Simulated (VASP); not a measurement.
# Te2Mo (P6_3/mmc) in VASP: further runs

The runs below take Te2Mo through single point, with PBE.

Program: VASP 6.6.1. These are calculated values, not measurements. Logs are shortened: lines on timing, memory, paths and dates and some standing lists are left out, and cuts for length are marked.

## (1) The cell of the first run

Symmetry: P6_3/mmc, No. 194, hexagonal system. Conventional cell: a = 3.471 Å, b = 3.471 Å, c = 13.785 Å, α = 90.00°, β = 90.00°, γ = 120.00°. Te (site symmetry 3m) has 3 Mo at 2.68 Å and 6 Te at 3.47 Å within 3.5 Å. Mo (site symmetry -6m2) has 6 Te at 2.68 Å and 6 Mo at 3.47 Å within 3.5 Å.

## (2) Single point, PBE

INCAR

```
ALGO = Normal
EDIFF = 1E-7
ENCUT = 520
GGA = PE
ISIF = 2
ISMEAR = -1
LASPH = T
LCHARG = T
LELF = T
LREAL = F
LVHAR = T
LWAVE = F
NBANDS = 35
NELM = 60
PREC = Accurate
SIGMA = 0.05
```

KPOINTS

```
k-points
0
Gamma
  9 9 2
```

POSCAR

```
Te2Mo
1.0
    3.4706509280      0.0000000000      0.0000000000
   -1.7353254640      3.0056718713      0.0000000000
    0.0000000000      0.0000000000     13.7847444167
Te Mo
4 2
Direct
    0.6666666667      0.3333333333      0.3790000000
    0.3333333333      0.6666666667      0.8790000000
    0.6666666667      0.3333333333      0.1210000000
    0.3333333333      0.6666666667      0.6210000000
    0.6666666667      0.3333333333      0.7500000000
    0.3333333333      0.6666666667      0.2500000000
```

Potentials or basis: VASP PAW PBE potentials, release 64 (Te, Mo_sv).

On the command line:

```sh
> cat potpaw_PBE.64/Te/POTCAR potpaw_PBE.64/Mo_sv/POTCAR > POTCAR
> mpirun -np 1 vasp_std > vasp.out
```

OUTCAR:

```text
EDIFF = 1E-7
   ENCUT = 520
   GGA = PE
   ISIF = 2
   ISMEAR = -1
   LASPH = T
   LREAL = F
   NELM = 60
   PREC = Accurate

 ion  position               nearest neighbor table
   1  0.667  0.333  0.379-   6 2.68   6 2.68   6 2.68   3 3.56
   2  0.333  0.667  0.879-   5 2.68   5 2.68   5 2.68   4 3.56
   3  0.667  0.333  0.121-   6 2.68   6 2.68   6 2.68   1 3.56
   4  0.333  0.667  0.621-   5 2.68   5 2.68   5 2.68   2 3.56
   5  0.667  0.333  0.750-   2 2.68   4 2.68   2 2.68   4 2.68   2 2.68   4 2.68
   6  0.333  0.667  0.250-   1 2.68   3 2.68   1 2.68   3 2.68   1 2.68   3 2.68

  LATTYP: Found a hexagonal cell.
 ALAT       =     3.4706509280
 C/A-ratio  =     3.9718037632

  Lattice vectors:

 A1 = (   3.4706509280,   0.0000000000,   0.0000000000)
 A2 = (  -1.7353254640,   3.0056718713,   0.0000000000)
 A3 = (   0.0000000000,   0.0000000000,  13.7847444167)

Analysis of symmetry for initial positions (statically):
=====================================================================
 Subroutine PRICEL returns:
 Original cell was already a primitive cell.

 Routine SETGRP: Setting up the symmetry group for a
 hexagonal supercell.

 Subroutine GETGRP returns: Found 24 space group operations
 (whereof 12 operations were pure point group operations)
 out of a pool of 24 trial point group operations.

The static configuration has the point symmetry D_3d.
 The point group associated with its full space group is D_6h.

Analysis of symmetry for dynamics (positions and initial velocities):
=====================================================================
 Subroutine PRICEL returns:
 Original cell was already a primitive cell.

 Routine SETGRP: Setting up the symmetry group for a
 hexagonal supercell.

 Subroutine GETGRP returns: Found 24 space group operations
 (whereof 12 operations were pure point group operations)
 out of a pool of 24 trial point group operations.

The dynamic configuration has the point symmetry D_3d.
 The point group associated with its full space group is D_6h.

 Subroutine INISYM returns: Found 24 space group operations
 (whereof 12 operations are pure point group operations),
 and found     1 'primitive' translations

----------------------------------------------------------------------------------------

                                     Primitive cell

  volume of cell :     143.7975

  direct lattice vectors                    reciprocal lattice vectors
     3.470650928  0.000000000  0.000000000     0.288130388  0.166352157  0.000000000
    -1.735325464  3.005671871  0.000000000     0.000000000  0.332704315  0.000000000
     0.000000000  0.000000000 13.784744417     0.000000000  0.000000000  0.072543964

  length of vectors
     3.470650928  3.470650928 13.784744417     0.332704315  0.332704315  0.072543964

  position of ions in fractional coordinates (direct lattice)
     0.666666667  0.333333333  0.379000000
     0.333333333  0.666666667  0.879000000
     0.666666667  0.333333333  0.121000000
     0.333333333  0.666666667  0.621000000
     0.666666667  0.333333333  0.750000000
     0.333333333  0.666666667  0.250000000

  ion indices of the primitive-cell ions
   primitive index   ion index
                 1           1
                 2           2
                 3           3
                 4           4
                 5           5
                 6           6

----------------------------------------------------------------------------------------

 KPOINTS: k-points

Automatic generation of k-mesh.
 Grid dimensions read from file:
 generate k-points for:    9    9    2

 Generating k-lattice:

  Cartesian coordinates                     Fractional coordinates (reciprocal lattice)
     0.032014488  0.018483573  0.000000000     0.111111111 -0.000000000  0.000000000
     0.000000000  0.036967146  0.000000000     0.000000000  0.111111111  0.000000000
     0.000000000  0.000000000  0.036271982     0.000000000  0.000000000  0.500000000

  Length of vectors
     0.036967146  0.036967146  0.036271982

  Shift w.r.t. Gamma in fractional coordinates (k-lattice)
     0.000000000  0.000000000  0.000000000

 Subroutine IBZKPT returns following result:
 ===========================================

 Found     24 irreducible k-points:

 Following reciprocal coordinates:
            Coordinates               Weight
  0.000000  0.000000  0.000000      1.000000
  0.111111  0.000000  0.000000      6.000000
  0.222222  0.000000  0.000000      6.000000
  0.333333 -0.000000  0.000000      6.000000
  0.444444  0.000000  0.000000      6.000000
  0.111111  0.111111  0.000000      6.000000
[... 16 lines left out ...]
  0.333333  0.222222  0.500000     12.000000
  0.333333  0.333333  0.500000      2.000000
   k-points           NKPTS =     24   k-points in BZ     NKDIM =     24   number of bands    NBANDS=     35
   number of dos      NEDOS =    301   number of ions     NIONS =      6
   total plane-waves  NPLWV =  84672
   dimension x,y,z NGX =    28 NGY =   28 NGZ =  108
   dimension x,y,z NGXF=    56 NGYF=   56 NGZF=  216
   ions per type =               4   2
   NGX,Y,Z   is equivalent  to a cutoff of  13.41, 13.41, 13.02 a.u.
   NGXF,Y,Z  is equivalent  to a cutoff of  26.82, 26.82, 26.05 a.u.
 SYSTEM =  unknown system
   PREC   = accura    normal or accurate (medium, high low for compatibility)
   ISTART =      0    job   : 0-new  1-cont  2-samecut
   ICHARG =      2    charge: 1-file 2-atom 10-const
   ISPIN  =      1    spin polarized calculation?
   LNONCOLLINEAR =      F non collinear calculations
   LSORBIT =      F    spin-orbit coupling
   LASPH  =      T    aspherical Exc in radial PAW
   ENCUT  =  520.0 eV  38.22 Ry    6.18 a.u.   6.45  6.45 25.63*2*pi/ulx,y,z
   NELM   =     60;   NELMIN=  2; NELMDL= -5     # of ELM steps
   EDIFF  = 0.1E-06   stopping-criterion for ELM
   LREAL  =      F    real-space projection
   EDIFFG = 0.1E-05   stopping-criterion for IOM
   NSW    =      0    number of steps for IOM
   IBRION =     -1    ionic relax: 0-MD 1-quasi-New 2-CG
   NFREE  =      0    steps in history (QN), initial steepest desc. (CG)
   ISIF   =      2    stress and relaxation
   ISYM   =      2    0-nonsym 1-usesym 2-fastsym
   POTIM  = 0.5000    time-step for ionic-motion
   TEBEG  =    0.0;   TEEND  =   0.0 temperature during run
   PSTRESS=    0.0 pullay stress
   NELECT =      52.0000    total number of electrons
   NUPDOWN=      -1.0000    fix difference up-down
   EMIN   =  10.00;   EMAX   =-10.00  energy-range for DOS
   EFERMI =   0.00;   METHOD = LEGACY
   ISMEAR =    -1;   SIGMA  =   0.05  broadening in eV -4-tet -1-fermi 0-gaus
   EFERMI_NEDOS =   21; number of points for ismear=-14 and -15
   IALGO  =     38    algorithm
   IMIX   =      4    mixing-type and parameters
     AMIX     =   0.40;   BMIX     =  1.00
     AMIX_MAG =   1.60;   BMIX_MAG =  1.00
  volume/ion in A,a.u.               =      23.97       161.73
  Fermi-wavevector in a.u.,A,eV,Ry     =   1.166341  2.204065 18.508703  1.360351
  Thomas-Fermi vector in A             =   2.302855
   LORBIT       =      0    0 simple, 1 ext, 2 COOP (PROOUT), +10 PAW based schemes
   GGA     = PE    functional components
   LHFCALC =     F    Hartree Fock is set to
   AEXX    =    0.0000 exact exchange contribution
   IVDW    =     0    specifies the selected vdW correction
   LEPSILON=     F    determine dielectric tensor
   LRPA    =     F    only Hartree local field effects (RPA)
 non-spin polarized calculation
  energy-cutoff  :      520.00
  volume of cell :      143.80
 maximum number of plane-waves:      3915
 NGX is ok and might be reduce to    28
   NGX = 13   NGY = 13   NGZ = 51

 number of electron      51.9999998 magnetization

 Free energy of the ion-electron system (eV)
  ---------------------------------------------------
  ext. energy  EPLUGINS =         0.00000000
  ---------------------------------------------------
  free energy    TOTEN  =       -35.79044766 eV

  energy without entropy =      -35.79041246  energy(sigma->0) =      -35.79043006

 E-fermi :   9.0836     XC(G=0): -10.6378

 val. band max:        8.7206349587   @ k =   0.0000   0.0000   0.0000
 cond. band min:       9.4724764831   @ k =   0.2222   0.2222   0.0000
 fundamental gap:      0.7518415244
 Fermi energy:         9.0835619031

 k-point     1 :       0.0000    0.0000    0.0000
  band No.  band energies     occupation
      1     -52.0756      2.00000
      2     -52.0756      2.00000
      3     -26.2786      2.00000
      4     -26.2785      2.00000
      5     -26.1263      2.00000
      6     -26.1263      2.00000
[... 27 lines left out ...]
     34      12.3142      0.00000
     35      14.6927      0.00000

 k-point     2 :       0.1111    0.0000    0.0000
  band No.  band energies     occupation
      1     -52.0741      2.00000
      2     -52.0741      2.00000
      3     -26.2744      2.00000
      4     -26.2744      2.00000
      5     -26.1447      2.00000
      6     -26.1447      2.00000
[... 27 lines left out ...]
     34      12.1117      0.00000
     35      15.3090      0.00000

 k-point     3 :       0.2222    0.0000    0.0000
  band No.  band energies     occupation
      1     -52.0705      2.00000
      2     -52.0705      2.00000
      3     -26.2638      2.00000
      4     -26.2637      2.00000
      5     -26.1909      2.00000
      6     -26.1909      2.00000
[... 27 lines left out ...]
     34      12.4568      0.00000
     35      15.1320      0.00000
[... 723 lines left out ...]
 k-point    23 :       0.3333    0.2222    0.5000
  band No.  band energies     occupation
      1     -52.0625      2.00000
      2     -52.0625      2.00000
      3     -26.2586      2.00000
      4     -26.2586      2.00000
      5     -26.2403      2.00000
      6     -26.2403      2.00000
[... 27 lines left out ...]
     34      12.4653      0.00000
     35      13.8549      0.00000

 k-point    24 :       0.3333    0.3333    0.5000
  band No.  band energies     occupation
      1     -52.0618      2.00000
      2     -52.0618      2.00000
      3     -26.2446      2.00000
      4     -26.2446      2.00000
      5     -26.2382      2.00000
      6     -26.2382      2.00000
[... 27 lines left out ...]
     34      12.5074      0.00000
     35      13.7449      0.00000

------------------------ aborting loop because EDIFF is reached ----------------------------------------

  FORCE on cell =-STRESS in cart. coord.  units (eV):
  Direction    XX          YY          ZZ          XY          YZ          ZX
  --------------------------------------------------------------------------------------
  -------------------------------------------------------------------------------------
  Total        6.3337470      6.3337470      8.0617624      0.0000000     -0.0000000      0.0000000
  in kB       70.5699933     70.5699933     89.8233718      0.0000000     -0.0000000      0.0000000
  external PRESSURE =      76.9877861 kB  Pullay stress =       0.0000000 kB

 VOLUME and BASIS-vectors are now :
 -----------------------------------------------------------------------------
  energy-cutoff  :      520.00
  volume of cell :      143.80
      direct lattice vectors                 reciprocal lattice vectors
     3.470650928  0.000000000  0.000000000     0.288130388  0.166352157  0.000000000
    -1.735325464  3.005671871  0.000000000     0.000000000  0.332704315  0.000000000
     0.000000000  0.000000000 13.784744417     0.000000000  0.000000000  0.072543964

 POSITION                                       TOTAL-FORCE (eV/Angst)
 -----------------------------------------------------------------------------------
      1.73533      1.00189      5.22442        -0.000000     -0.000000      0.796290
     -0.00000      2.00378     12.11679         0.000000     -0.000000      0.796290
      1.73533      1.00189      1.66795        -0.000000     -0.000000     -0.796290
     -0.00000      2.00378      8.56033         0.000000     -0.000000     -0.796290
      1.73533      1.00189     10.33856        -0.000000      0.000000      0.000000
     -0.00000      2.00378      3.44619         0.000000      0.000000      0.000000
 -----------------------------------------------------------------------------------
    total drift:                               -0.000000      0.000000     -0.000000

  FREE ENERGIE OF THE ION-ELECTRON SYSTEM (eV)
  ---------------------------------------------------
  free  energy   TOTEN  =       -35.7904476573 eV

  energy  without entropy=      -35.7904124570  energy(sigma->0) =      -35.79043006
```

It took 1.8 min on 1 thread of AMD EPYC 9R45 (Zen 5), shared host; peak memory 0.3 GiB.

What came out:

* Free energy: -35.7904 eV
* Pressure: 7.7 GPa
* Largest force: 0.796 eV/Å
* Band gap on the k mesh: 0.75 eV, indirect (least direct gap 1.10 eV)

Forces in eV/Å, atoms in the order of the input:
```
Te   0.000  0.000  0.796
Te   0.000  0.000  0.796
Te   0.000  0.000 -0.796
Te   0.000  0.000 -0.796
Mo   0.000  0.000  0.000
Mo   0.000  0.000  0.000
```

Stress tensor (GPa, compression positive):
```
7.06 0.00 0.00
0.00 7.06 0.00
0.00 0.00 8.98
```

Levels at points of the mesh, in eV from the valence-band top:
| k point | band 24 | band 25 | band 26 | band 27 | band 28 | band 29 |
| --- | --- | --- | --- | --- | --- | --- |
| (0.00, 0.00, 0.00) | -1.10 | -0.30 | 0.00 | 3.04 | 3.04 | 3.18 |
| (0.00, 0.00, 0.50) | -1.11 | -0.08 | -0.08 | 3.09 | 3.09 | 3.09 |

Caveat: spin-orbit coupling is left out, which moves the levels of the heavy elements; this functional lacks dispersion, which binds the layers, so the pressure and a relaxed spacing across them are unreliable.

(Continued in part 2 of 2.)
